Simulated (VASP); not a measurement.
# Ag (Fm-3m) in VASP: a series of runs

Runs on Ag. Level: r2SCAN. Tasks: relaxation of cell and atoms.

Everything below comes from runs of VASP 6.6.1. Logs are shortened: lines on timing, memory, paths and dates and some standing lists are left out, and cuts for length are marked.

## Step 1: The cell of the first run

Symmetry: Fm-3m, No. 225, cubic system. The conventional cell has a = 4.090 Å, b = 4.090 Å, c = 4.090 Å, α = 90.00°, β = 90.00°, γ = 90.00°. Within 3.8 Å of Ag (site symmetry m-3m) lie 12 Ag at 2.89 Å.

## Step 2: Relaxation of cell and atoms, r2SCAN

The input, POSCAR:

```
Ag
1.0
    0.0000000000      2.0450000000      2.0450000000
    2.0450000000      0.0000000000      2.0450000000
    2.0450000000      2.0450000000      0.0000000000
Ag
1
Direct
    0.0000000000      0.0000000000      0.0000000000
```

The input, INCAR.step1:

```
PREC = Accurate ; ENCUT = 550
ISMEAR = -1 ; SIGMA = 0.05
LREAL = F ; LASPH = T
NELM = 120 ; GGA = PE
ALGO = Normal ; EDIFF = 1E-5
LWAVE = T ; LCHARG = F
GGA_COMPAT = F ; IBRION = 2
ISIF = 3 ; EDIFFG = -0.005
NELMIN = 4 ; NSW = 100
```

The input, INCAR.step2:

```
PREC = Accurate ; ENCUT = 550
EDIFF = 1E-7 ; ISMEAR = -1
SIGMA = 0.05 ; LREAL = F
LASPH = T ; NELM = 120
ALGO = Normal ; ISIF = 3
LWAVE = F ; LCHARG = F
METAGGA = R2SCAN ; LMIXTAU = T
IBRION = 2 ; NSW = 80
EDIFFG = -0.01 ; ISTART = 1
GGA_COMPAT = F ; NELMIN = 4
```

The input, KPOINTS:

```
Automatic mesh
0
Gamma
  11 11 11
```

Potentials or basis: VASP PAW PBE potentials, release 64 (Ag).

Started as:

```bash
cat potpaw_PBE.64/Ag/POTCAR > POTCAR
cp INCAR.step1 INCAR
mpirun -np 1 vasp_std > vasp.out
cp INCAR.step2 INCAR
mpirun -np 1 vasp_std > vasp.out
```

OUTCAR:

```text
PREC = Accurate
   ENCUT = 550
   EDIFF = 1E-7
   ISMEAR = -1
   LREAL = F
   LASPH = T
   NELM = 120
   ISIF = 3
   METAGGA = R2SCAN
   IBRION = 2
   NSW = 80
   EDIFFG = -0.01
   ISTART = 1
   NELMIN = 4

 ion  position               nearest neighbor table
   1  0.000  0.000  0.000-

  LATTYP: Found a face centered cubic cell.
 ALAT       =     4.0900000000

  Lattice vectors:

 A1 = (   0.0000000000,   2.0450000000,   2.0450000000)
 A2 = (   2.0450000000,   0.0000000000,   2.0450000000)
 A3 = (   2.0450000000,   2.0450000000,   0.0000000000)

Analysis of symmetry for initial positions (statically):
=====================================================================
 Subroutine PRICEL returns:
 Original cell was already a primitive cell.

 Routine SETGRP: Setting up the symmetry group for a
 face centered cubic supercell.

 Subroutine GETGRP returns: Found 48 space group operations
 (whereof 48 operations were pure point group operations)
 out of a pool of 48 trial point group operations.

The static configuration has the point symmetry O_h .

Analysis of symmetry for dynamics (positions and initial velocities):
=====================================================================
 Subroutine PRICEL returns:
 Original cell was already a primitive cell.

 Routine SETGRP: Setting up the symmetry group for a
 face centered cubic supercell.

 Subroutine GETGRP returns: Found 48 space group operations
 (whereof 48 operations were pure point group operations)
 out of a pool of 48 trial point group operations.

The dynamic configuration has the point symmetry O_h .

 Subroutine INISYM returns: Found 48 space group operations
 (whereof 48 operations are pure point group operations),
 and found     1 'primitive' translations

----------------------------------------------------------------------------------------

                                     Primitive cell

  volume of cell :      17.1045

  direct lattice vectors                    reciprocal lattice vectors
     0.000000000  2.045000000  2.045000000    -0.244498778  0.244498778  0.244498778
     2.045000000  0.000000000  2.045000000     0.244498778 -0.244498778  0.244498778
     2.045000000  2.045000000  0.000000000     0.244498778  0.244498778 -0.244498778

  length of vectors
     2.892066735  2.892066735  2.892066735     0.423484305  0.423484305  0.423484305

  position of ions in fractional coordinates (direct lattice)
     0.000000000  0.000000000  0.000000000

  ion indices of the primitive-cell ions
   primitive index   ion index
                 1           1

----------------------------------------------------------------------------------------

 KPOINTS: Automatic mesh

Automatic generation of k-mesh.
 Grid dimensions read from file:
 generate k-points for:   11   11   11

 Generating k-lattice:

  Cartesian coordinates                     Fractional coordinates (reciprocal lattice)
    -0.022227162  0.022227162  0.022227162     0.090909091  0.000000000  0.000000000
     0.022227162 -0.022227162  0.022227162     0.000000000  0.090909091  0.000000000
     0.022227162  0.022227162 -0.022227162     0.000000000  0.000000000  0.090909091

  Length of vectors
     0.038498573  0.038498573  0.038498573

  Shift w.r.t. Gamma in fractional coordinates (k-lattice)
     0.000000000  0.000000000  0.000000000

 Subroutine IBZKPT returns following result:
 ===========================================

 Found     56 irreducible k-points:

 Following reciprocal coordinates:
            Coordinates               Weight
  0.000000  0.000000  0.000000      1.000000
  0.090909  0.000000  0.000000      8.000000
  0.181818  0.000000  0.000000      8.000000
  0.272727  0.000000  0.000000      8.000000
  0.363636  0.000000  0.000000      8.000000
  0.454545  0.000000  0.000000      8.000000
[... 16 lines left out ...]
 -0.272727  0.181818  0.000000     24.000000
 -0.181818  0.181818  0.000000     12.000000
 [... further k-points ...]
   k-points           NKPTS =     56   k-points in BZ     NKDIM =     56   number of bands    NBANDS=      9
   number of dos      NEDOS =    301   number of ions     NIONS =      1
   total plane-waves  NPLWV =  13824
   dimension x,y,z NGX =    24 NGY =   24 NGZ =   24
   dimension x,y,z NGXF=    48 NGYF=   48 NGZF=   48
   ions per type =               1
   NGX,Y,Z   is equivalent  to a cutoff of  13.80, 13.80, 13.80 a.u.
   NGXF,Y,Z  is equivalent  to a cutoff of  27.59, 27.59, 27.59 a.u.
 SYSTEM =  unknown system
   PREC   = accura    normal or accurate (medium, high low for compatibility)
   ISTART =      1    job   : 0-new  1-cont  2-samecut
   ICHARG =      0    charge: 1-file 2-atom 10-const
   ISPIN  =      1    spin polarized calculation?
   LNONCOLLINEAR =      F non collinear calculations
   LSORBIT =      F    spin-orbit coupling
   LASPH  =      T    aspherical Exc in radial PAW
   ENCUT  =  550.0 eV  40.42 Ry    6.36 a.u.   5.53  5.53  5.53*2*pi/ulx,y,z
   NELM   =    120;   NELMIN=  4; NELMDL=  0     # of ELM steps
   EDIFF  = 0.1E-06   stopping-criterion for ELM
   LREAL  =      F    real-space projection
   EDIFFG = -.1E-01   stopping-criterion for IOM
   NSW    =     80    number of steps for IOM
   IBRION =      2    ionic relax: 0-MD 1-quasi-New 2-CG
   NFREE  =      1    steps in history (QN), initial steepest desc. (CG)
   ISIF   =      3    stress and relaxation
   ISYM   =      2    0-nonsym 1-usesym 2-fastsym
   POTIM  = 0.5000    time-step for ionic-motion
   TEBEG  =    0.0;   TEEND  =   0.0 temperature during run
   PSTRESS=    0.0 pullay stress
   NELECT =      11.0000    total number of electrons
   NUPDOWN=      -1.0000    fix difference up-down
   EMIN   =  10.00;   EMAX   =-10.00  energy-range for DOS
   EFERMI =   0.00;   METHOD = LEGACY
   ISMEAR =    -1;   SIGMA  =   0.05  broadening in eV -4-tet -1-fermi 0-gaus
   EFERMI_NEDOS =   21; number of points for ismear=-14 and -15
   IALGO  =     38    algorithm
   IMIX   =      4    mixing-type and parameters
     AMIX     =   0.40;   BMIX     =  1.00
     AMIX_MAG =   1.60;   BMIX_MAG =  1.00
  volume/ion in A,a.u.               =      17.10       115.43
  Fermi-wavevector in a.u.,A,eV,Ry     =   1.413088  2.670348 27.168338  1.996817
  Thomas-Fermi vector in A             =   2.534769
   LORBIT       =      0    0 simple, 1 ext, 2 COOP (PROOUT), +10 PAW based schemes
   METAGGA = R2SCAN    functional components
   LHFCALC =     F    Hartree Fock is set to
   AEXX    =    0.0000 exact exchange contribution
   IVDW    =     0    specifies the selected vdW correction
   LEPSILON=     F    determine dielectric tensor
   LRPA    =     F    only Hartree local field effects (RPA)
 conjugate gradient relaxation of ions
 non-spin polarized calculation
  energy-cutoff  :      550.00
  volume of cell :       17.10
 maximum number of plane-waves:       531
 NGX is ok and might be reduce to    24
   NGX = 11   NGY = 11   NGZ = 11

--------------------------------------- Ionic step        1  -------------------------------------------

 number of electron      10.9999999 magnetization

 Free energy of the ion-electron system (eV)
  ---------------------------------------------------
  ext. energy  EPLUGINS =         0.00000000
  ---------------------------------------------------
  free energy    TOTEN  =       -21.35909791 eV

  energy without entropy =      -21.35579758  energy(sigma->0) =      -21.35744775

------------------------ aborting loop because EDIFF is reached ----------------------------------------

  FORCE on cell =-STRESS in cart. coord.  units (eV):
  Direction    XX          YY          ZZ          XY          YZ          ZX
  --------------------------------------------------------------------------------------
  -------------------------------------------------------------------------------------
  Total        0.1032802      0.1032802      0.1032802      0.0000000      0.0000000     -0.0000000
  in kB        9.6742606      9.6742606      9.6742606      0.0000000      0.0000000     -0.0000000
  external PRESSURE =       9.6742606 kB  Pullay stress =       0.0000000 kB

 VOLUME and BASIS-vectors are now :
 -----------------------------------------------------------------------------
  energy-cutoff  :      550.00
  volume of cell :       17.10
      direct lattice vectors                 reciprocal lattice vectors
     0.000000000  2.045000000  2.045000000    -0.244498778  0.244498778  0.244498778
     2.045000000  0.000000000  2.045000000     0.244498778 -0.244498778  0.244498778
     2.045000000  2.045000000  0.000000000     0.244498778  0.244498778 -0.244498778
[... 36 lines left out ...]
 POSITION                                       TOTAL-FORCE (eV/Angst)
 -----------------------------------------------------------------------------------
      0.00000      0.00000      0.00000         0.000000      0.000000      0.000000
 -----------------------------------------------------------------------------------
    total drift:                               -0.000000      0.000000     -0.000000

  FREE ENERGIE OF THE ION-ELECTRON SYSTEM (eV)
  ---------------------------------------------------
  free  energy   TOTEN  =       -21.3593775597 eV

  energy  without entropy=      -21.3557945083  energy(sigma->0) =      -21.35758603

--------------------------------------- Ionic step        3  -------------------------------------------

 number of electron      10.9999999 magnetization

 Free energy of the ion-electron system (eV)
  ---------------------------------------------------
  ext. energy  EPLUGINS =         0.00000000
  ---------------------------------------------------
  free energy    TOTEN  =       -21.35955893 eV

  energy without entropy =      -21.35608001  energy(sigma->0) =      -21.35781947

 E-fermi :   8.5509     XC(G=0): -12.8866

 val. band max:        8.5437900173   @ k =  -0.4545   0.0909   0.0000
 cond. band min:       8.5950880656   @ k =  -0.2727   0.2727   0.0000
 fundamental gap:      0.0512980483
 Fermi energy:         8.5508952558

 k-point     1 :       0.0000    0.0000    0.0000
  band No.  band energies     occupation
      1       0.3943      2.00000
      2       3.1622      2.00000
      3       3.1622      2.00000
      4       3.1622      2.00000
      5       4.1835      2.00000
      6       4.1835      2.00000
      7      24.8804      0.00000
      8      28.5393      0.00000
      9      28.5393      0.00000

 k-point     2 :       0.0909    0.0000    0.0000
  band No.  band energies     occupation
      1       0.6551      2.00000
      2       3.1091      2.00000
      3       3.2308      2.00000
      4       3.2308      2.00000
      5       4.1600      2.00000
      6       4.1600      2.00000
      7      24.8042      0.00000
      8      26.6871      0.00000
      9      28.6173      0.00000
[... 253 lines left out ...]
 k-point    24 :      -0.1818    0.1818    0.0000
  band No.  band energies     occupation
      1       2.3906      2.00000
      2       2.7685      2.00000
      3       3.4012      2.00000
      4       3.7763      2.00000
      5       3.7990      2.00000
      6       5.4143      2.00000
      7      20.5706      0.00000
      8      20.9196      0.00000
      9      27.5430      0.00000

 [... further k-points ...]

------------------------ aborting loop because EDIFF is reached ----------------------------------------

  FORCE on cell =-STRESS in cart. coord.  units (eV):
  Direction    XX          YY          ZZ          XY          YZ          ZX
  --------------------------------------------------------------------------------------
  -------------------------------------------------------------------------------------
  Total        0.0036987      0.0036987      0.0036987      0.0000000      0.0000000     -0.0000000
  in kB        0.3433289      0.3433289      0.3433289      0.0000000      0.0000000     -0.0000000
  external PRESSURE =       0.3433289 kB  Pullay stress =       0.0000000 kB

 VOLUME and BASIS-vectors are now :
 -----------------------------------------------------------------------------
  energy-cutoff  :      550.00
  volume of cell :       17.26
      direct lattice vectors                 reciprocal lattice vectors
     0.000000000  2.051189516  2.051189516    -0.243760996  0.243760996  0.243760996
     2.051189516  0.000000000  2.051189516     0.243760996 -0.243760996  0.243760996
     2.051189516  2.051189516  0.000000000     0.243760996  0.243760996 -0.243760996

 POSITION                                       TOTAL-FORCE (eV/Angst)
 -----------------------------------------------------------------------------------
      0.00000      0.00000      0.00000        -0.000000      0.000000     -0.000000
 -----------------------------------------------------------------------------------
    total drift:                                0.000000     -0.000000     -0.000000

  FREE ENERGIE OF THE ION-ELECTRON SYSTEM (eV)
  ---------------------------------------------------
  free  energy   TOTEN  =       -21.3595589294 eV

  energy  without entropy=      -21.3560800087  energy(sigma->0) =      -21.35781947

 reached required accuracy - stopping structural energy minimisation
```

Run time: 55 s. Hardware: 1 thread of Intel Xeon 6975P-C (Granite Rapids), shared host; peak memory 0.16 GiB.

Results:

* Free energy: -21.3596 eV
* Relaxed volume: 17.26 Å³/atom
* Relaxed cell: a = 2.901 Å, b = 2.901 Å, c = 2.901 Å, α = 60.00°, β = 60.00°, γ = 60.00°
* Space group after relaxing (to 0.1 Å): Fm-3m (No. 225)
* Energy gained by relaxing: 0.5 meV/atom
* Ionic steps: 3
* Pressure after relaxing: 0.0 GPa
* Band gap on the k mesh: zero (an odd number of electrons rules out a gap without spin polarisation)

The path:
| step | energy change (eV) | largest force (eV/Å) | pressure (GPa) | volume (Å³) |
| --- | --- | --- | --- | --- |
| 1 | 0.0000 | 0.0000 | 0.97 | 17.10 |
| 2 | -0.0003 | 0.0000 | -0.56 | 17.36 |
| 3 | -0.0005 | 0.0000 | 0.03 | 17.26 |

Final structure:
```
CELL_PARAMETERS angstrom
0.00000 2.05119 2.05119
2.05119 0.00000 2.05119
2.05119 2.05119 0.00000
ATOMIC_POSITIONS crystal
Ag 0.00000 0.00000 0.00000
```

Caveat: the PAW data sets were made with another functional, which shifts forces and pressure a little.

## Step 3: Relaxation of cell and atoms, r2SCAN, target pressure 15 GPa, at which the enthalpy is minimised

POSCAR is that of step 2.

The input, INCAR.step1:

```
SYSTEM = Ag
PREC = Accurate ; ENCUT = 550
ISMEAR = -1 ; SIGMA = 0.05
LREAL = .False. ; LASPH = .True.
NELM = 120 ; GGA = PE
ALGO = Normal ; EDIFF = 1E-5
LWAVE = .True. ; LCHARG = .False.
GGA_COMPAT = .False. ; IBRION = 2
ISIF = 3 ; EDIFFG = -0.005
NELMIN = 4 ; NSW = 100
```

The input, INCAR.step2:

```
SYSTEM = Ag
PREC = Accurate ; ENCUT = 550
EDIFF = 1E-7 ; ISMEAR = -1
SIGMA = 0.05 ; LREAL = .False.
LASPH = .True. ; NELM = 120
ALGO = Normal ; ISIF = 3
LWAVE = .False. ; LCHARG = .False.
METAGGA = R2SCAN ; LMIXTAU = .True.
IBRION = 2 ; NSW = 80
EDIFFG = -0.01 ; PSTRESS = 150.0
ISTART = 1 ; GGA_COMPAT = .False.
NELMIN = 4
```

The input, KPOINTS:

```
regular mesh
0
Gamma
  11 11 11
  0 0 0
```

Potentials or basis: VASP PAW PBE potentials, release 64 (Ag).

Started as:

```bash
cat potpaw_PBE.64/Ag/POTCAR > POTCAR
cp INCAR.step1 INCAR
mpirun -np 1 vasp_std > vasp.out
cp INCAR.step2 INCAR
mpirun -np 1 vasp_std > vasp.out
```

It took 67 s on 1 thread of Intel Xeon 6975P-C (Granite Rapids), shared host; peak memory 0.16 GiB.

The run converged. Its results:

```
Free energy                                                : -21.2889 eV
Relaxed volume                                             : 15.54 Å³/atom
Relaxed cell                                               : a = 2.801 Å, b = 2.801 Å, c = 2.801 Å, α = 60.00°, β = 60.00°, γ = 60.00°
Space group after relaxing (to 0.1 Å)                      : Fm-3m (No. 225)
Energy change on relaxing (the run minimises the enthalpy) : +70.2 meV/atom
Ionic steps                                                : 4
Pressure after relaxing                                    : 14.9 GPa
Band gap on the k mesh                                     : zero (an odd number of electrons rules out a gap without spin polarisation)
```

The path:
```csv
step,energy change (eV),largest force (eV/Å),pressure (GPa),volume (Å³)
1,0.0000,0.0000,0.97,17.10
2,0.4162,0.0000,48.21,13.66
3,0.0668,0.0000,14.45,15.57
4,0.0702,0.0000,14.90,15.54
```

Final structure:
```
CELL_PARAMETERS angstrom
0.00000 1.98051 1.98051
1.98051 0.00000 1.98051
1.98051 1.98051 0.00000
ATOMIC_POSITIONS crystal
Ag 0.00000 0.00000 0.00000
```

Levels at points of the mesh, in eV from the Fermi level:
| k point | band 2 | band 3 | band 4 | band 5 | band 6 | band 7 | band 8 | band 9 |
| --- | --- | --- | --- | --- | --- | --- | --- | --- |
| (0.00, 0.00, 0.00) | -5.74 | -5.74 | -5.74 | -4.51 | -4.51 | 16.62 | 20.95 | 20.95 |

Caveat: the cell is relaxed towards a set pressure, so the run minimises the enthalpy, not the energy; the PAW data sets were made with another functional, which shifts forces and pressure a little.
